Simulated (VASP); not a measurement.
# EuO (Fm-3m) in VASP: single point with PBE

Aim: the single point of EuO with PBE.

Everything below comes from runs of VASP 6.6.1. Logs are shortened: lines on timing, memory, paths and dates and some standing lists are left out, and cuts for length are marked.

### 1 The cell of the first run

Symmetry: Fm-3m, No. 225, cubic system. Conventional cell: a = 5.144 Å, b = 5.144 Å, c = 5.144 Å, α = 90.00°, β = 90.00°, γ = 90.00°. Within 3.4 Å of Eu (site symmetry m-3m) lie 6 O at 2.57 Å. Within 3.4 Å of O (site symmetry m-3m) lie 6 Eu at 2.57 Å.

### 2 Single point, PBE, collinear spin, ferromagnetic start

INCAR

```
SYSTEM = EuO
  PREC = Accurate
  ENCUT = 600
  EDIFF = 1E-6
  ISMEAR = 0
  SIGMA = 0.05
  LREAL = .FALSE.
  LASPH = .TRUE.
  NELM = 200
  ALGO = Normal
  ISIF = 2
  LWAVE = .FALSE.
  LCHARG = .FALSE.
  ISPIN = 2
  MAGMOM = 7 0
  LORBIT = 11
  LMAXMIX = 6
  GGA = PE
  NBANDS = 22
  GGA_COMPAT = .FALSE.
```

KPOINTS

```
regular mesh
0
G
  12 12 12
  0 0 0
```

POSCAR

```
EuO
1.0
    0.0000000000      2.5719500000      2.5719500000
    2.5719500000      0.0000000000      2.5719500000
    2.5719500000      2.5719500000      0.0000000000
Eu O
1 1
Direct
    0.0000000000      0.0000000000      0.0000000000
    0.5000000000      0.5000000000      0.5000000000
```

Potentials or basis: VASP PAW PBE potentials, release 64 (Eu, O).

The run is started by

```bash
$ cat potpaw_PBE.64/Eu/POTCAR potpaw_PBE.64/O/POTCAR > POTCAR
$ mpirun -np 1 vasp_std > vasp.out
```

OUTCAR:

```text
SYSTEM = EuO
   PREC = Accurate
   ENCUT = 600
   EDIFF = 1E-6
   ISMEAR = 0
   LREAL = .FALSE.
   LASPH = .TRUE.
   NELM = 200
   ISIF = 2
   ISPIN = 2
   LORBIT = 11
   GGA = PE

 ion  position               nearest neighbor table
   1  0.000  0.000  0.000-   2 2.57   2 2.57   2 2.57   2 2.57   2 2.57   2 2.57
   2  0.500  0.500  0.500-   1 2.57   1 2.57   1 2.57   1 2.57   1 2.57   1 2.57

  LATTYP: Found a face centered cubic cell.
 ALAT       =     5.1439000000

  Lattice vectors:

 A1 = (   0.0000000000,   2.5719500000,   2.5719500000)
 A2 = (   2.5719500000,   0.0000000000,   2.5719500000)
 A3 = (   2.5719500000,   2.5719500000,   0.0000000000)

Analysis of symmetry for initial positions (statically):
=====================================================================
 Subroutine PRICEL returns:
 Original cell was already a primitive cell.

 Routine SETGRP: Setting up the symmetry group for a
 face centered cubic supercell.

 Subroutine GETGRP returns: Found 48 space group operations
 (whereof 48 operations were pure point group operations)
 out of a pool of 48 trial point group operations.

The static configuration has the point symmetry O_h .

Analysis of symmetry for dynamics (positions and initial velocities):
=====================================================================
 Subroutine PRICEL returns:
 Original cell was already a primitive cell.

 Routine SETGRP: Setting up the symmetry group for a
 face centered cubic supercell.

 Subroutine GETGRP returns: Found 48 space group operations
 (whereof 48 operations were pure point group operations)
 out of a pool of 48 trial point group operations.

The dynamic configuration has the point symmetry O_h .

Analysis of structural, dynamic, and magnetic symmetry:
=====================================================================
 Subroutine PRICEL returns:
 Original cell was already a primitive cell.

 Routine SETGRP: Setting up the symmetry group for a
 face centered cubic supercell.

 Subroutine GETGRP returns: Found 48 space group operations
 (whereof 48 operations were pure point group operations)
 out of a pool of 48 trial point group operations.

The overall configuration has the point symmetry O_h .

 Subroutine INISYM returns: Found 48 space group operations
 (whereof 48 operations are pure point group operations),
 and found     1 'primitive' translations

----------------------------------------------------------------------------------------

                                     Primitive cell

  volume of cell :      34.0265

  direct lattice vectors                    reciprocal lattice vectors
     0.000000000  2.571950000  2.571950000    -0.194405023  0.194405023  0.194405023
     2.571950000  0.000000000  2.571950000     0.194405023 -0.194405023  0.194405023
     2.571950000  2.571950000  0.000000000     0.194405023  0.194405023 -0.194405023

  length of vectors
     3.637286572  3.637286572  3.637286572     0.336719378  0.336719378  0.336719378

  position of ions in fractional coordinates (direct lattice)
     0.000000000  0.000000000  0.000000000
     0.500000000  0.500000000  0.500000000

  ion indices of the primitive-cell ions
   primitive index   ion index
                 1           1
                 2           2

----------------------------------------------------------------------------------------

 KPOINTS: regular mesh

Automatic generation of k-mesh.
 Grid dimensions read from file:
 generate k-points for:   12   12   12

 Generating k-lattice:

  Cartesian coordinates                     Fractional coordinates (reciprocal lattice)
    -0.016200419  0.016200419  0.016200419     0.083333333  0.000000000  0.000000000
     0.016200419 -0.016200419  0.016200419     0.000000000  0.083333333  0.000000000
     0.016200419  0.016200419 -0.016200419     0.000000000  0.000000000  0.083333333

  Length of vectors
     0.028059948  0.028059948  0.028059948

  Shift w.r.t. Gamma in fractional coordinates (k-lattice)
     0.000000000  0.000000000  0.000000000

 Subroutine IBZKPT returns following result:
 ===========================================

 Found     72 irreducible k-points:

 Following reciprocal coordinates:
            Coordinates               Weight
  0.000000  0.000000  0.000000      1.000000
  0.083333  0.000000  0.000000      8.000000
  0.166667  0.000000  0.000000      8.000000
  0.250000  0.000000  0.000000      8.000000
  0.333333  0.000000  0.000000      8.000000
  0.416667  0.000000  0.000000      8.000000
[... 16 lines left out ...]
  0.500000  0.166667  0.000000     24.000000
 -0.416667  0.166667  0.000000     24.000000
 [... further k-points ...]
   k-points           NKPTS =     72   k-points in BZ     NKDIM =     72   number of bands    NBANDS=     22
   number of dos      NEDOS =    301   number of ions     NIONS =      2
   total plane-waves  NPLWV =  27000
   dimension x,y,z NGX =    30 NGY =   30 NGZ =   30
   dimension x,y,z NGXF=    60 NGYF=   60 NGZF=   60
   ions per type =               1   1
   NGX,Y,Z   is equivalent  to a cutoff of  13.71, 13.71, 13.71 a.u.
   NGXF,Y,Z  is equivalent  to a cutoff of  27.42, 27.42, 27.42 a.u.
 SYSTEM =  EuO
   PREC   = accura    normal or accurate (medium, high low for compatibility)
   ISTART =      0    job   : 0-new  1-cont  2-samecut
   ICHARG =      2    charge: 1-file 2-atom 10-const
   ISPIN  =      2    spin polarized calculation?
   LNONCOLLINEAR =      F non collinear calculations
   LSORBIT =      F    spin-orbit coupling
   LASPH  =      T    aspherical Exc in radial PAW
   ENCUT  =  600.0 eV  44.10 Ry    6.64 a.u.   7.26  7.26  7.26*2*pi/ulx,y,z
   NELM   =    200;   NELMIN=  2; NELMDL= -5     # of ELM steps
   EDIFF  = 0.1E-05   stopping-criterion for ELM
   LREAL  =      F    real-space projection
   EDIFFG = 0.1E-04   stopping-criterion for IOM
   NSW    =      0    number of steps for IOM
   IBRION =     -1    ionic relax: 0-MD 1-quasi-New 2-CG
   NFREE  =      0    steps in history (QN), initial steepest desc. (CG)
   ISIF   =      2    stress and relaxation
   ISYM   =      2    0-nonsym 1-usesym 2-fastsym
   POTIM  = 0.5000    time-step for ionic-motion
   TEBEG  =    0.0;   TEEND  =   0.0 temperature during run
   PSTRESS=    0.0 pullay stress
   NELECT =      23.0000    total number of electrons
   NUPDOWN=      -1.0000    fix difference up-down
   EMIN   =  10.00;   EMAX   =-10.00  energy-range for DOS
   EFERMI =   0.00;   METHOD = LEGACY
   ISMEAR =     0;   SIGMA  =   0.05  broadening in eV -4-tet -1-fermi 0-gaus
   EFERMI_NEDOS =   21; number of points for ismear=-14 and -15
   IALGO  =     38    algorithm
   IMIX   =      4    mixing-type and parameters
     AMIX     =   0.40;   BMIX     =  1.00
     AMIX_MAG =   1.60;   BMIX_MAG =  1.00
  volume/ion in A,a.u.               =      17.01       114.81
  Fermi-wavevector in a.u.,A,eV,Ry     =   1.436740  2.715045 28.085452  2.064223
  Thomas-Fermi vector in A             =   2.555895
   LORBIT       =     11    0 simple, 1 ext, 2 COOP (PROOUT), +10 PAW based schemes
   GGA     = PE    functional components
   LHFCALC =     F    Hartree Fock is set to
   AEXX    =    0.0000 exact exchange contribution
   IVDW    =     0    specifies the selected vdW correction
   LEPSILON=     F    determine dielectric tensor
   LRPA    =     F    only Hartree local field effects (RPA)
 spin polarized calculation
 Gauss-broadening in eV      SIGMA  =   0.05
  energy-cutoff  :      600.00
  volume of cell :       34.03
 maximum number of plane-waves:      1158
 NGX is ok and might be reduce to    30
   NGX = 15   NGY = 15   NGZ = 15

 number of electron      22.9999999 magnetization       6.9731069

 Free energy of the ion-electron system (eV)
  ---------------------------------------------------
  ext. energy  EPLUGINS =         0.00000000
  ---------------------------------------------------
  free energy    TOTEN  =       -22.02029237 eV

  energy without entropy =      -22.01877883  energy(sigma->0) =      -22.01953560

 E-fermi :   4.6942     XC(G=0): -10.8627

 val. band max:        4.6849774278   @ k =   0.5000   0.4167   0.0000
 cond. band min:       4.7049541388   @ k =   0.5000   0.4167   0.0000
 fundamental gap:      0.0199767110
 Fermi energy:         4.6941796167

 spin component 1

 k-point     1 :       0.0000    0.0000    0.0000
  band No.  band energies     occupation
      1     -36.8224      1.00000
      2     -15.2236      1.00000
      3     -15.2236      1.00000
      4     -15.2236      1.00000
      5     -14.0348      1.00000
      6       0.8315      1.00000
[... 14 lines left out ...]
     21       8.5520      0.00000
     22      13.7481      0.00000
[... 552 lines left out ...]
  band No.  band energies     occupation
      1     -36.7212      1.00000
      2     -16.7306      1.00000
      3     -15.5135      1.00000
      4     -15.3505      1.00000
      5     -12.8095      1.00000
      6      -0.9699      1.00000
[... 14 lines left out ...]
     21      13.0713      0.00000
     22      14.3127      0.00000

 [... further k-points ...]

 spin component 2

 k-point     1 :       0.0000    0.0000    0.0000
  band No.  band energies     occupation
      1     -33.7677      1.00000
      2     -14.1189      1.00000
      3     -12.9234      1.00000
      4     -12.9234      1.00000
      5     -12.9234      1.00000
      6       0.8982      1.00000
[... 14 lines left out ...]
     21       9.6719      0.00000
     22      15.6966      0.00000
[... 552 lines left out ...]
  band No.  band energies     occupation
      1     -33.6370      1.00000
      2     -15.5125      1.00000
      3     -13.2784      1.00000
      4     -13.0655      1.00000
      5     -11.9584      1.00000
      6      -0.6972      1.00000
[... 14 lines left out ...]
     21      14.4893      0.00000
     22      15.6219      0.00000

 [... further k-points ...]

------------------------ aborting loop because EDIFF is reached ----------------------------------------

  FORCE on cell =-STRESS in cart. coord.  units (eV):
  Direction    XX          YY          ZZ          XY          YZ          ZX
  --------------------------------------------------------------------------------------
  -------------------------------------------------------------------------------------
  Total       -0.9422277     -0.9422277     -0.9422277      0.0000000      0.0000000      0.0000000
  in kB      -44.3658576    -44.3658576    -44.3658576      0.0000000      0.0000000      0.0000000
  external PRESSURE =     -44.3658576 kB  Pullay stress =       0.0000000 kB

 VOLUME and BASIS-vectors are now :
 -----------------------------------------------------------------------------
  energy-cutoff  :      600.00
  volume of cell :       34.03
      direct lattice vectors                 reciprocal lattice vectors
     0.000000000  2.571950000  2.571950000    -0.194405023  0.194405023  0.194405023
     2.571950000  0.000000000  2.571950000     0.194405023 -0.194405023  0.194405023
     2.571950000  2.571950000  0.000000000     0.194405023  0.194405023 -0.194405023

 POSITION                                       TOTAL-FORCE (eV/Angst)
 -----------------------------------------------------------------------------------
      0.00000      0.00000      0.00000         0.000000      0.000000      0.000000
      2.57195      2.57195      2.57195        -0.000000     -0.000000     -0.000000
 -----------------------------------------------------------------------------------
    total drift:                                0.000000      0.000000      0.000000

  FREE ENERGIE OF THE ION-ELECTRON SYSTEM (eV)
  ---------------------------------------------------
  free  energy   TOTEN  =       -22.0202923732 eV

  energy  without entropy=      -22.0187788277  energy(sigma->0) =      -22.01953560

 total charge

# of ion       s       p       d       f       tot
--------------------------------------------------
    1        2.031   5.763   0.389   6.617  14.801
    2        1.551   3.393   0.000   0.000   4.944
--------------------------------------------------
tot          3.582   9.156   0.389   6.617  19.745

 magnetization (x)

# of ion       s       p       d       f       tot
--------------------------------------------------
    1       -0.012  -0.106   0.142   6.566   6.590
    2       -0.004  -0.093   0.000   0.000  -0.097
--------------------------------------------------
tot         -0.016  -0.200   0.142   6.566   6.493
```

Run time: 1.7 min. Hardware: 1 thread of AMD EPYC 9R45 (Zen 5), shared host; peak memory 0.25 GiB.

Results:

```yaml
Free_energy: -22.0203 eV
Pressure: -4.4 GPa
Band_gap_on_the_k_mesh: zero (filled and empty bands overlap)
Net_moment: 6.97 μB per cell
Site_moments: Eu +6.59; O -0.10 μB
Valence_electrons_inside_the_program's_atomic_spheres: Eu 14.80; O 4.94
```

Caveat: spin-orbit coupling is left out, which moves the levels of the heavy elements; a cell with one magnetic atom can't hold antiferromagnetic order, which such compounds often take; without U or exact exchange the open f shell lies at the Fermi level, which spoils levels, moments and volumes.
